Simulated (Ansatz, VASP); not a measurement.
Two plane-wave programs on Hf

```
Hf
1.0
     0.00000    2.21052    2.21052
     2.21052    0.00000    2.21052
     2.21052    2.21052    0.00000
Hf
1
Direct
  0.00000 0.00000 0.00000
```

Alike in both runs: functional PBEsol; k mesh 15 × 15 × 15; occupations fermi-dirac, width 0.1 eV; no spin polarisation.

Ansatz relaxed the structure, and its values are those at the end. VASP's run is a single point on that final structure, the one shown.

|  | VASP | Ansatz |
| --- | --- | --- |
| version | VASP 6.6.1 | Ansatz 0.2.0 |
| potentials or method | VASP PAW PBE potentials, release 64 (Hf_pv) | PAW with Ansatz's default frozen-core files, scalar-relativistic |
| plane-wave cutoff (eV) | 500 | 420 |
| valence electrons in the cell | 10 | 26 |

Ansatz gave:

- pressure (GPa): 0.0

Task: Which values does VASP return?

Result: Pressure (GPa): -0.4.

VASP's potentials were made for PBE, not for PBEsol. VASP's potentials hold 10 valence electrons a cell and Ansatz's 26, so a difference there can come from the potentials and not from the codes.

Neither program's run includes spin-orbit coupling.
